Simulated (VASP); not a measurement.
A run of VASP 6.6.1 is set up as follows.

The input INCAR:

```
SYSTEM = Zn3CdTe4
PREC = Accurate ; ENCUT = 600
EDIFF = 1E-6 ; ISMEAR = 0
SIGMA = 0.1 ; LREAL = .False.
LASPH = .True. ; NELM = 80
ALGO = Normal ; ISIF = 3
LWAVE = .False. ; LCHARG = .False.
GGA = PE ; IBRION = 2
NSW = 80 ; EDIFFG = -0.025
```

The input KPOINTS:

```
regular mesh
0
Gamma
  4 4 1
  0 0 0
```

POSCAR

```
Zn3CdTe4
1.0
    4.4569227682     -0.0436690808     -0.0242035110
   -0.0436690808      4.3920178844      0.0119362712
   -0.0687523985      0.0339061253     12.3191708676
Zn Cd Te
3 1 4
Direct
   -0.0164668296     -0.0068620142      0.7559508034
    0.4771046822      0.5053616424      0.0043203194
    0.0237763665      0.0144752419      0.2448359510
    0.5022633028      0.4887378071      0.4965574899
    0.4972224542     -0.0128502625      0.8769865319
    0.0073547614      0.4929278928      0.1264168726
    0.4981849977      0.0030660829      0.3574585204
    0.0105602648      0.5151436096      0.6374735115
```

Potentials or basis: VASP PAW PBE potentials, release 64 (Zn, Cd, Te).

Command:

```bash
$ cat potpaw_PBE.64/Zn/POTCAR potpaw_PBE.64/Cd/POTCAR potpaw_PBE.64/Te/POTCAR > POTCAR
$ mpirun -np 1 vasp_std > vasp.out
```

Problem. What does it give for the space group after relaxing (to 0.05 Å)?

Solution. C2 (No. 5).

Problem. What does it give for the relaxed cell?

Solution. a = 4.464 Å, b = 4.462 Å, c = 12.532 Å, α = 89.99°, β = 90.06°, γ = 90.09°.

Problem. Predict the relaxed volume.

Solution. 31.20 Å³/atom.

Final structure:
```xyz
8
Lattice="4.4643 -0.0036 -0.0023 -0.0033 4.4618 0.0005 -0.0073 0.0018 12.5317" Properties=species:S:1:pos:R:3 pbc="T T T"
Zn    4.4419    0.0014    9.5234
Zn    2.2113    2.2300   12.5270
Zn    0.0161    0.0057    3.0068
Cd    2.2337    2.2212    6.2694
Te    2.2097    4.4607   11.0259
Te    4.4558    2.2324    1.4969
Te    2.2438    4.4547    4.5049
Te   -0.0013    2.2350    8.0310
```

Caveat: the k points lie up to 0.50 Å⁻¹ apart in the final cell.
